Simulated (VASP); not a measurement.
# NaCl (Fm-3m) in VASP: further runs

Aim: see how the results for NaCl move with the level of theory and the settings. Levels: LDA, r2SCAN, PBE, HSE06. Tasks: single point.

Program: VASP 6.6.1. These are calculated values, not measurements. Logs are shortened: lines on timing, memory, paths and dates and some standing lists are left out, and cuts for length are marked.

## Step 1: The cell of the first run

Symmetry: Fm-3m, No. 225, cubic system. The conventional cell has a = 5.605 Å, b = 5.605 Å, c = 5.605 Å, α = 90.00°, β = 90.00°, γ = 90.00°. Within 3.7 Å of Na (site symmetry m-3m) lie 6 Cl at 2.80 Å. Within 3.7 Å of Cl (site symmetry m-3m) lie 6 Na at 2.80 Å.

## Step 2: Single point, LDA

Input file INCAR:

```
  ALGO = Normal
  EDIFF = 1E-7
  ENCUT = 520
  ISIF = 2
  ISMEAR = 0
  LASPH = T
  LCHARG = T
  LELF = T
  LREAL = F
  LVHAR = T
  LWAVE = F
  NBANDS = 14
  NELM = 100
  PREC = Accurate
  SIGMA = 0.01
```

Input file KPOINTS:

```
k-points
0
Gamma
  4 4 4
```

Input file POSCAR:

```
NaCl
1.0
    0.0000000000      2.8027319694      2.8027319694
    2.8027319694      0.0000000000      2.8027319694
    2.8027319694      2.8027319694      0.0000000000
Na Cl
1 1
Direct
    0.0000000000      0.0000000000      0.0000000000
    0.5000000000      0.5000000000      0.5000000000
```

Potentials or basis: VASP PAW LDA potentials, release 64 (Na_pv, Cl).

Started as:

```bash
> cat potpaw_LDA.64/Na_pv/POTCAR potpaw_LDA.64/Cl/POTCAR > POTCAR
> mpirun -np 1 vasp_std > vasp.out
```

OUTCAR:

```text
EDIFF = 1E-7
   ENCUT = 520
   ISIF = 2
   ISMEAR = 0
   LASPH = T
   LREAL = F
   NELM = 100
   PREC = Accurate

 ion  position               nearest neighbor table
   1  0.000  0.000  0.000-
   2  0.500  0.500  0.500-

  LATTYP: Found a face centered cubic cell.
 ALAT       =     5.6054639388

  Lattice vectors:

 A1 = (   0.0000000000,   2.8027319694,   2.8027319694)
 A2 = (   2.8027319694,   0.0000000000,   2.8027319694)
 A3 = (   2.8027319694,   2.8027319694,   0.0000000000)

Analysis of symmetry for initial positions (statically):
=====================================================================
 Subroutine PRICEL returns:
 Original cell was already a primitive cell.

 Routine SETGRP: Setting up the symmetry group for a
 face centered cubic supercell.

 Subroutine GETGRP returns: Found 48 space group operations
 (whereof 48 operations were pure point group operations)
 out of a pool of 48 trial point group operations.

The static configuration has the point symmetry O_h .

Analysis of symmetry for dynamics (positions and initial velocities):
=====================================================================
 Subroutine PRICEL returns:
 Original cell was already a primitive cell.

 Routine SETGRP: Setting up the symmetry group for a
 face centered cubic supercell.

 Subroutine GETGRP returns: Found 48 space group operations
 (whereof 48 operations were pure point group operations)
 out of a pool of 48 trial point group operations.

The dynamic configuration has the point symmetry O_h .

 Subroutine INISYM returns: Found 48 space group operations
 (whereof 48 operations are pure point group operations),
 and found     1 'primitive' translations

----------------------------------------------------------------------------------------

                                     Primitive cell

  volume of cell :      44.0326

  direct lattice vectors                    reciprocal lattice vectors
     0.000000000  2.802731969  2.802731969    -0.178397366  0.178397366  0.178397366
     2.802731969  0.000000000  2.802731969     0.178397366 -0.178397366  0.178397366
     2.802731969  2.802731969  0.000000000     0.178397366  0.178397366 -0.178397366

  length of vectors
     3.963661563  3.963661563  3.963661563     0.308993301  0.308993301  0.308993301

  position of ions in fractional coordinates (direct lattice)
     0.000000000  0.000000000  0.000000000
     0.500000000  0.500000000  0.500000000

  ion indices of the primitive-cell ions
   primitive index   ion index
                 1           1
                 2           2

----------------------------------------------------------------------------------------

 KPOINTS: k-points

Automatic generation of k-mesh.
 Grid dimensions read from file:
 generate k-points for:    4    4    4

 Generating k-lattice:

  Cartesian coordinates                     Fractional coordinates (reciprocal lattice)
    -0.044599341  0.044599341  0.044599341     0.250000000  0.000000000  0.000000000
     0.044599341 -0.044599341  0.044599341     0.000000000  0.250000000  0.000000000
     0.044599341  0.044599341 -0.044599341     0.000000000  0.000000000  0.250000000

  Length of vectors
     0.077248325  0.077248325  0.077248325

  Shift w.r.t. Gamma in fractional coordinates (k-lattice)
     0.000000000  0.000000000  0.000000000

 Subroutine IBZKPT returns following result:
 ===========================================

 Found      8 irreducible k-points:

 Following reciprocal coordinates:
            Coordinates               Weight
  0.000000  0.000000  0.000000      1.000000
  0.250000  0.000000  0.000000      8.000000
  0.500000  0.000000  0.000000      4.000000
  0.250000  0.250000  0.000000      6.000000
  0.500000  0.250000  0.000000     24.000000
 -0.250000  0.250000  0.000000     12.000000
  0.500000  0.500000  0.000000      3.000000
 -0.250000  0.500000  0.250000      6.000000
   k-points           NKPTS =      8   k-points in BZ     NKDIM =      8   number of bands    NBANDS=     14
   number of dos      NEDOS =    301   number of ions     NIONS =      2
   total plane-waves  NPLWV =  27000
   dimension x,y,z NGX =    30 NGY =   30 NGZ =   30
   dimension x,y,z NGXF=    60 NGYF=   60 NGZF=   60
   ions per type =               1   1
   NGX,Y,Z   is equivalent  to a cutoff of  12.58, 12.58, 12.58 a.u.
   NGXF,Y,Z  is equivalent  to a cutoff of  25.17, 25.17, 25.17 a.u.
 SYSTEM =  unknown system
   PREC   = accura    normal or accurate (medium, high low for compatibility)
   ISTART =      0    job   : 0-new  1-cont  2-samecut
   ICHARG =      2    charge: 1-file 2-atom 10-const
   ISPIN  =      1    spin polarized calculation?
   LNONCOLLINEAR =      F non collinear calculations
   LSORBIT =      F    spin-orbit coupling
   LASPH  =      T    aspherical Exc in radial PAW
   ENCUT  =  520.0 eV  38.22 Ry    6.18 a.u.   7.37  7.37  7.37*2*pi/ulx,y,z
   NELM   =    100;   NELMIN=  2; NELMDL= -5     # of ELM steps
   EDIFF  = 0.1E-06   stopping-criterion for ELM
   LREAL  =      F    real-space projection
   EDIFFG = 0.1E-05   stopping-criterion for IOM
   NSW    =      0    number of steps for IOM
   IBRION =     -1    ionic relax: 0-MD 1-quasi-New 2-CG
   NFREE  =      0    steps in history (QN), initial steepest desc. (CG)
   ISIF   =      2    stress and relaxation
   ISYM   =      2    0-nonsym 1-usesym 2-fastsym
   POTIM  = 0.5000    time-step for ionic-motion
   TEBEG  =    0.0;   TEEND  =   0.0 temperature during run
   PSTRESS=    0.0 pullay stress
   NELECT =      14.0000    total number of electrons
   NUPDOWN=      -1.0000    fix difference up-down
   EMIN   =  10.00;   EMAX   =-10.00  energy-range for DOS
   EFERMI =   0.00;   METHOD = LEGACY
   ISMEAR =     0;   SIGMA  =   0.01  broadening in eV -4-tet -1-fermi 0-gaus
   EFERMI_NEDOS =   21; number of points for ismear=-14 and -15
   IALGO  =     38    algorithm
   IMIX   =      4    mixing-type and parameters
     AMIX     =   0.40;   BMIX     =  1.00
     AMIX_MAG =   1.60;   BMIX_MAG =  1.00
  volume/ion in A,a.u.               =      22.02       148.57
  Fermi-wavevector in a.u.,A,eV,Ry     =   1.117359  2.111502 16.986744  1.248490
  Thomas-Fermi vector in A             =   2.253981
   LORBIT       =      0    0 simple, 1 ext, 2 COOP (PROOUT), +10 PAW based schemes
   GGA     = CA    functional components
   LHFCALC =     F    Hartree Fock is set to
   AEXX    =    0.0000 exact exchange contribution
   IVDW    =     0    specifies the selected vdW correction
   LEPSILON=     F    determine dielectric tensor
   LRPA    =     F    only Hartree local field effects (RPA)
 non-spin polarized calculation
 Gauss-broadening in eV      SIGMA  =   0.01
  energy-cutoff  :      520.00
  volume of cell :       44.03
 maximum number of plane-waves:      1243
 NGX is ok and might be reduce to    30
   NGX = 15   NGY = 15   NGZ = 15

 number of electron      14.0000007 magnetization

 Free energy of the ion-electron system (eV)
  ---------------------------------------------------
  ext. energy  EPLUGINS =         0.00000000
  ---------------------------------------------------
  free energy    TOTEN  =        -7.36521683 eV

  energy without entropy =       -7.36521683  energy(sigma->0) =       -7.36521683

 E-fermi :  -0.6908     XC(G=0):  -8.8000

 val. band max:       -0.8385221325   @ k =   0.0000   0.0000   0.0000
 cond. band min:       3.9275716223   @ k =   0.0000   0.0000   0.0000
 fundamental gap:      4.7660937547
 Fermi energy:        -0.6908167596

 k-point     1 :       0.0000    0.0000    0.0000
  band No.  band energies     occupation
      1     -21.5868      2.00000
      2     -21.5868      2.00000
      3     -21.5868      2.00000
      4     -13.4650      2.00000
      5      -0.8385      2.00000
      6      -0.8385      2.00000
      7      -0.8385      2.00000
      8       3.9276      0.00000
      9      10.0239      0.00000
     10      10.0239      0.00000
     11      10.0239      0.00000
     12      12.2777      0.00000
     13      12.2777      0.00000
     14      13.6786      0.00000

 k-point     2 :       0.2500    0.0000    0.0000
  band No.  band energies     occupation
      1     -21.6038      2.00000
      2     -21.5880      2.00000
      3     -21.5880      2.00000
      4     -13.2829      2.00000
      5      -2.0344      2.00000
      6      -0.9859      2.00000
      7      -0.9859      2.00000
      8       5.4395      0.00000
      9       8.8918      0.00000
     10      10.3126      0.00000
     11      10.3126      0.00000
     12      12.1993      0.00000
     13      12.1993      0.00000
     14      14.4640      0.00000

 k-point     3 :       0.5000    0.0000    0.0000
  band No.  band energies     occupation
      1     -21.6206      2.00000
      2     -21.5892      2.00000
      3     -21.5892      2.00000
      4     -13.0889      2.00000
      5      -2.9193      2.00000
      6      -1.1239      2.00000
      7      -1.1239      2.00000
      8       6.0815      0.00000
      9       9.5728      0.00000
     10       9.8769      0.00000
     11       9.8769      0.00000
     12      13.8177      0.00000
     13      15.3428      0.00000
     14      15.3428      0.00000
[... 52 lines left out ...]
 k-point     7 :       0.5000    0.5000    0.0000
  band No.  band energies     occupation
      1     -21.6101      2.00000
      2     -21.5961      2.00000
      3     -21.5961      2.00000
      4     -13.0383      2.00000
      5      -2.6295      2.00000
      6      -1.4800      2.00000
      7      -1.4800      2.00000
      8       6.3807      0.00000
      9       6.8786      0.00000
     10      10.2228      0.00000
     11      13.6487      0.00000
     12      13.6487      0.00000
     13      14.3757      0.00000
     14      16.1527      0.00000

 k-point     8 :      -0.2500    0.5000    0.2500
  band No.  band energies     occupation
      1     -21.6031      2.00000
      2     -21.6031      2.00000
      3     -21.5985      2.00000
      4     -13.0186      2.00000
      5      -2.1229      2.00000
      6      -2.1229      2.00000
      7      -1.6574      2.00000
      8       7.7278      0.00000
      9       8.5831      0.00000
     10       8.5831      0.00000
     11      10.2375      0.00000
     12      14.6385      0.00000
     13      14.6385      0.00000
     14      15.3528      0.00000

------------------------ aborting loop because EDIFF is reached ----------------------------------------

  FORCE on cell =-STRESS in cart. coord.  units (eV):
  Direction    XX          YY          ZZ          XY          YZ          ZX
  --------------------------------------------------------------------------------------
  -------------------------------------------------------------------------------------
  Total       -0.5585902     -0.5585902     -0.5585902     -0.0000000      0.0000000      0.0000000
  in kB      -20.3249381    -20.3249381    -20.3249381     -0.0000000      0.0000000      0.0000000
  external PRESSURE =     -20.3249381 kB  Pullay stress =       0.0000000 kB

 VOLUME and BASIS-vectors are now :
 -----------------------------------------------------------------------------
  energy-cutoff  :      520.00
  volume of cell :       44.03
      direct lattice vectors                 reciprocal lattice vectors
     0.000000000  2.802731969  2.802731969    -0.178397366  0.178397366  0.178397366
     2.802731969  0.000000000  2.802731969     0.178397366 -0.178397366  0.178397366
     2.802731969  2.802731969  0.000000000     0.178397366  0.178397366 -0.178397366

 POSITION                                       TOTAL-FORCE (eV/Angst)
 -----------------------------------------------------------------------------------
      0.00000      0.00000      0.00000         0.000000      0.000000      0.000000
      2.80273      2.80273      2.80273        -0.000000     -0.000000     -0.000000
 -----------------------------------------------------------------------------------
    total drift:                               -0.000000      0.000000      0.000000

  FREE ENERGIE OF THE ION-ELECTRON SYSTEM (eV)
  ---------------------------------------------------
  free  energy   TOTEN  =        -7.3652168317 eV

  energy  without entropy=       -7.3652168317  energy(sigma->0) =       -7.36521683
```

Run time: 10 s. Hardware: 1 thread of AMD EPYC 7R13, shared host; peak memory 0.11 GiB.

Results:

| Item | Value |
| --- | --- |
| Free energy | -7.3652 eV |
| Pressure | -2.0 GPa |
| Band gap on the k mesh | 4.77 eV |

Levels at points of the mesh, in eV from the valence-band top:
```
           k point  band 4  band 5  band 6  band 7  band 8  band 9  band 10  band 11
(0.00, 0.00, 0.00)  -12.63    0.00    0.00    0.00    4.77   10.86    10.86    10.86
(0.50, 0.00, 0.00)  -12.25   -2.08   -0.29   -0.29    6.92   10.41    10.72    10.72
(0.50, 0.50, 0.00)  -12.20   -1.79   -0.64   -0.64    7.22    7.72    11.06    14.49
```

Caveat: the k points lie up to 0.49 Å⁻¹ apart.

## Step 3: Single point, r2SCAN

POSCAR is that of step 2.

Input file INCAR.step1:

```
SYSTEM = NaCl
ALGO     = Normal         ! electronic algorithm
EDIFF    = 1E-4           ! SCF threshold, eV
ENCUT    = 520            ! plane-wave cutoff, eV
GGA      = PE             ! functional
ISMEAR   = 0              ! smearing method
LASPH    = .TRUE.         ! aspherical terms in the spheres
LCHARG   = .FALSE.        ! write CHGCAR
LREAL    = .FALSE.        ! projectors in reciprocal space
LWAVE    = .TRUE.         ! write WAVECAR
NBANDS   = 14             ! bands
NELM     = 80             ! most SCF steps
PREC     = Accurate       ! precision mode
SIGMA    = 0.01           ! smearing width, eV
```

Input file INCAR.step2:

```
SYSTEM = NaCl
ALGO     = Normal         ! electronic algorithm
EDIFF    = 1E-7           ! SCF threshold, eV
ENCUT    = 520            ! plane-wave cutoff, eV
ISIF     = 2              ! what is computed and relaxed
ISMEAR   = 0              ! smearing method
ISTART   = 1            
LASPH    = .TRUE.         ! aspherical terms in the spheres
LCHARG   = .TRUE.         ! write CHGCAR
LELF     = .TRUE.         ! ELF
LMIXTAU  = .TRUE.       
LREAL    = .FALSE.        ! projectors in reciprocal space
LVHAR    = .TRUE.       
LWAVE    = .FALSE.        ! write WAVECAR
METAGGA  = R2SCAN         ! meta-GGA
NBANDS   = 14             ! bands
NELM     = 80             ! most SCF steps
PREC     = Accurate       ! precision mode
SIGMA    = 0.01           ! smearing width, eV
```

Input file KPOINTS:

```
k-points
0
G
  4 4 4
  0 0 0
```

Potentials or basis: VASP PAW PBE potentials, release 64 (Na_pv, Cl).

Started as:

```bash
> cat potpaw_PBE.64/Na_pv/POTCAR potpaw_PBE.64/Cl/POTCAR > POTCAR
> cp INCAR.step1 INCAR
> mpirun -np 1 vasp_std > vasp.out
> cp INCAR.step2 INCAR
> mpirun -np 1 vasp_std > vasp.out
```

It took 57 s on 1 thread of AMD EPYC 7R13, shared host; peak memory 0.14 GiB.

Results (log left out):

```yaml
Free_energy: -13.7886 eV
Pressure: -0.1 GPa
Band_gap_on_the_k_mesh: 6.00 eV
```

Levels at points of the mesh, in eV from the valence-band top:
| k point | band 3 | band 4 | band 5 | band 6 | band 7 | band 8 | band 9 | band 10 | band 11 | band 12 |
| --- | --- | --- | --- | --- | --- | --- | --- | --- | --- | --- |
| (0.00, 0.00, 0.00) | -21.49 | -13.26 | 0.00 | 0.00 | 0.00 | 6.00 | 11.78 | 11.78 | 11.78 | 14.05 |
| (0.50, 0.00, 0.00) | -21.49 | -12.90 | -1.98 | -0.29 | -0.29 | 7.98 | 11.77 | 11.81 | 11.81 | 16.11 |
| (0.50, 0.50, 0.00) | -21.50 | -12.85 | -1.73 | -0.63 | -0.63 | 8.50 | 8.60 | 12.35 | 16.09 | 16.09 |

Caveat: the k points lie up to 0.49 Å⁻¹ apart; the PAW data sets were made with another functional, which shifts forces and pressure a little.

## Step 4: Single point, PBE

Input file INCAR:

```
SYSTEM = NaCl
PREC = Accurate ; ENCUT = 520
EDIFF = 1E-7 ; ISMEAR = 0
SIGMA = 0.01 ; LREAL = .FALSE.
LASPH = .TRUE. ; NELM = 60
ALGO = Normal ; ISIF = 2
LWAVE = .FALSE. ; LCHARG = .FALSE.
GGA = PE ; NBANDS = 14
```

Input file KPOINTS:

```
regular mesh
0
G
  6 6 6
  0 0 0
```

POSCAR is that of step 3.

Started as:

```bash
> cat potpaw_PBE.64/Na_pv/POTCAR potpaw_PBE.64/Cl/POTCAR > POTCAR
> mpirun -np 1 vasp_std > vasp.out
```

Run time: 20 s. Hardware: 1 thread of AMD EPYC 7R13, shared host; peak memory 0.13 GiB.

It converged, with:

* Free energy: -6.7694 eV
* Pressure: 1.2 GPa
* Band gap on the k mesh: 5.18 eV

Levels at points of the mesh, in eV from the valence-band top:
```tsv
k point	band 3	band 4	band 5	band 6	band 7	band 8	band 9	band 10	band 11	band 12
(0.00, 0.00, 0.00)	-20.78	-12.70	0.00	0.00	0.00	5.18	11.14	11.14	11.14	13.32
(0.50, 0.00, 0.00)	-20.79	-12.34	-1.98	-0.27	-0.27	7.31	10.78	11.02	11.02	15.11
(0.50, 0.50, 0.00)	-20.79	-12.30	-1.71	-0.61	-0.61	7.59	8.06	11.45	14.94	14.94
```

PBE gaps usually lie below the measured ones, often by a third to a half.

## Step 5: Single point, HSE06

POSCAR is that of step 4.

Input file INCAR.step1:

```
SYSTEM = NaCl
  PREC = Accurate
  ENCUT = 520
  EDIFF = 1E-5
  ISMEAR = 0
  SIGMA = 0.01
  LREAL = .FALSE.
  LASPH = .TRUE.
  NELM = 60
  ALGO = Normal
  ISIF = 2
  LWAVE = .TRUE.
  LCHARG = .FALSE.
  NBANDS = 14
  GGA = PE
```

Input file INCAR.step2:

```
SYSTEM = NaCl
  PREC = Accurate
  ENCUT = 520
  EDIFF = 1E-6
  ISMEAR = 0
  SIGMA = 0.01
  LREAL = .FALSE.
  LASPH = .TRUE.
  NELM = 60
  ALGO = Normal
  ISIF = 2
  LWAVE = .FALSE.
  LCHARG = .FALSE.
  GGA = PE
  LHFCALC = .TRUE.
  HFSCREEN = 0.2079
  PRECFOCK = Normal
  NBANDS = 14
  ISTART = 1
```

Input file KPOINTS:

```
regular mesh
0
G
  4 4 4
  0 0 0
```

Started as:

```bash
> cat potpaw_PBE.64/Na_pv/POTCAR potpaw_PBE.64/Cl/POTCAR > POTCAR
> cp INCAR.step1 INCAR
> mpirun -np 1 vasp_std > vasp.out
> cp INCAR.step2 INCAR
> mpirun -np 1 vasp_std > vasp.out
```

Run time: 4.6 min. Hardware: 1 thread of AMD EPYC 7R13, shared host; peak memory 0.23 GiB.

It converged, with:

| Quantity | Value |
| --- | --- |
| Free energy | -7.8742 eV |
| Pressure | 0.7 GPa |
| Band gap on the k mesh | 6.55 eV |

Levels at points of the mesh, in eV from the valence-band top:
```csv
k point,band 3,band 4,band 5,band 6,band 7,band 8,band 9,band 10,band 11,band 12
"(0.00, 0.00, 0.00)",-22.85,-13.89,0.00,0.00,0.00,6.55,12.64,12.64,12.64,14.99
"(0.50, 0.00, 0.00)",-22.85,-13.51,-2.10,-0.29,-0.29,8.66,12.40,12.55,12.55,16.69
"(0.50, 0.50, 0.00)",-22.86,-13.45,-1.83,-0.66,-0.66,9.05,9.40,13.03,16.65,16.65
```

Caveat: the k points lie up to 0.49 Å⁻¹ apart; the PAW data sets were made with another functional, which shifts forces and pressure a little.

## Step 6: Summary

| level | potentials or basis | k mesh | grid for exact exchange (PRECFOCK) | share of exact exchange | screening parameter | gap on the mesh (eV) | pressure (GPa) |
| --- | --- | --- | --- | --- | --- | --- | --- |
| LDA | VASP PAW LDA potentials, release 64 (Na_pv, Cl) | 4 × 4 × 4 | - | - | - | 4.77 | -2.0 |
| r2SCAN | VASP PAW PBE potentials, release 64 (Na_pv, Cl) | 4 × 4 × 4 | - | - | - | 6.00 | -0.1 |
| PBE | VASP PAW PBE potentials, release 64 (Na_pv, Cl) | 6 × 6 × 6 | - | - | - | 5.18 | 1.2 |
| HSE06 | VASP PAW PBE potentials, release 64 (Na_pv, Cl) | 4 × 4 × 4 | Normal | 0.25 | 0.2079 1/Å | 6.55 | 0.7 |

Alike in all rows: task single point; no spin polarisation; cell as given; cutoff (eV) 520; smearing gaussian 0.01 eV.

Caveats: some runs use coarse meshes; the PAW data sets were made with another functional, which shifts forces and pressure a little (at least some runs).

Absolute energies hang on the potentials; compare differences alone.
